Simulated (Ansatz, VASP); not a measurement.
**Two plane-wave programs on Ba**

File POSCAR:

```
Ba
1.0
   -2.5367939014      2.5367939014      2.5367939014
    2.5367939014     -2.5367939014      2.5367939014
    2.5367939014      2.5367939014     -2.5367939014
Ba
1
Direct
    0.0000000000      0.0000000000      0.0000000000
```

Contents of INCAR.step1:

```
PREC = Accurate
ENCUT = 520
ISMEAR = 0
SIGMA = 0.01
LREAL = False
LASPH = True
NELM = 100
NBANDS = 11
GGA = PE
ALGO = Normal
EDIFF = 1E-4
LWAVE = True
LCHARG = False
```

File INCAR.step2:

```
PREC = Accurate
ENCUT = 520
EDIFF = 1E-6
ISMEAR = 0
SIGMA = 0.01
LREAL = False
LASPH = True
NELM = 100
ALGO = Normal
ISIF = 2
LWAVE = False
LCHARG = False
METAGGA = R2SCAN
LMIXTAU = True
NBANDS = 11
ISTART = 1
```

File KPOINTS:

```
regular mesh
0
Gamma
  9 9 9
```

Input for Ansatz:

```yaml
crystal:
  lattice:
    - [-2.5367939014, 2.5367939014, 2.5367939014]
    - [2.5367939014, -2.5367939014, 2.5367939014]
    - [2.5367939014, 2.5367939014, -2.5367939014]
  atoms:
    - { symbol: Ba, position: [0.0, 0.0, 0.0] }
hamiltonian:
  xc: r2scan
  pseudopotentials:
    kind: paw
    azcp:
      Ba: "pseudopotentials/Ba.paw.azcp"
basis:
  ecutwfc: 500
  fft_grid_basis: typed
kpoints:
  mp_grid: { grid: [9, 9, 9], shift: [0, 0, 0] }
magnetization:
  spin_polarized: false
scf:
  occupations: { method: gaussian, width: 0.01 }
  lower_state_search: "off"
output:
  stress: true
  write_density: true
  write_potential: true
  elf: true
  volumetric_format: npy
```

Alike in both runs: task single point; functional r2SCAN; k mesh 9 × 9 × 9; occupations gaussian, width 0.01 eV; no spin polarisation.

```csv
,VASP,Ansatz
version,VASP 6.6.1,Ansatz 0.2.0
potentials or method,"VASP PAW PBE potentials, release 64 (Ba_sv), cutoff 520 eV","plane waves (500 eV) with PAW, scalar-relativistic"
valence electrons in the cell,10,10
```

|  | VASP | Ansatz | Ansatz less VASP |
| --- | --- | --- | --- |
| pressure (GPa) | 0.0 | 0.0 | -0.05 |

VASP's potentials were made for PBE, not for r2SCAN.

Neither program's run includes spin-orbit coupling.
